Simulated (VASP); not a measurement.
Write the native input for VASP 6.6.1 that does the following.

```
Task                   : single point
Functional             : PBE
Potentials or basis    : VASP PAW PBE potentials, release 64 (Na_sv, Cl)
Cutoff                 : 1130 eV
k mesh                 : 4 × 4 × 4
Occupations            : gaussian, width 0.1 eV
Spin                   : no spin polarisation
Hubbard terms          : Cl p U = 1.9 eV
Dipole correction      : no
Further INCAR settings : ALGO = Normal; EDIFF = 1e-06; NBANDS = 15
```

The structure of NaCl lies in POSCAR:

```
NaCl
1.0
    3.5021900000      0.0000000000      0.0000000000
    0.0000000000      3.5021900000      0.0000000000
    0.0000000000      0.0000000000      3.5021900000
Na Cl
1 1
Direct
    0.0000000000      0.0000000000      0.0000000000
    0.5000000000      0.5000000000      0.5000000000
```

These files were run (other wordings do the same):

INCAR

```
SYSTEM = NaCl
  PREC = Accurate
  ENCUT = 1130
  EDIFF = 1E-6
  ISMEAR = 0
  SIGMA = 0.1
  LREAL = .FALSE.
  LASPH = .TRUE.
  NELM = 200
  ALGO = Normal
  ISIF = 2
  LWAVE = .FALSE.
  LCHARG = .FALSE.
  LDAU = .TRUE.
  LDAUTYPE = 2
  LDAUL = -1 1
  LDAUU = 0 1.9
  LDAUJ = 0 0
  LDAUPRINT = 1
  GGA = PE
  NBANDS = 15
  GGA_COMPAT = .FALSE.
```

KPOINTS

```
regular mesh
0
G
  4 4 4
  0 0 0
```

Potentials or basis: VASP PAW PBE potentials, release 64 (Na_sv, Cl).

The run is started by

```console
$ cat potpaw_PBE.64/Na_sv/POTCAR potpaw_PBE.64/Cl/POTCAR > POTCAR
$ mpirun -np 1 vasp_std > vasp.out
```

It gave:

```json
{
 "Pressure": "-0.2 GPa",
 "Band gap on the k mesh": "4.07 eV (least direct gap 4.56 eV)"
}
```

Caveat: the k points lie up to 0.45 Å⁻¹ apart.

Run time: 15 s on 1 thread of Intel(R) Xeon(R) Platinum 8259CL CPU @ 2.50GHz (Skylake/Cascade Lake) (shared host), peak memory 0.23 GiB.
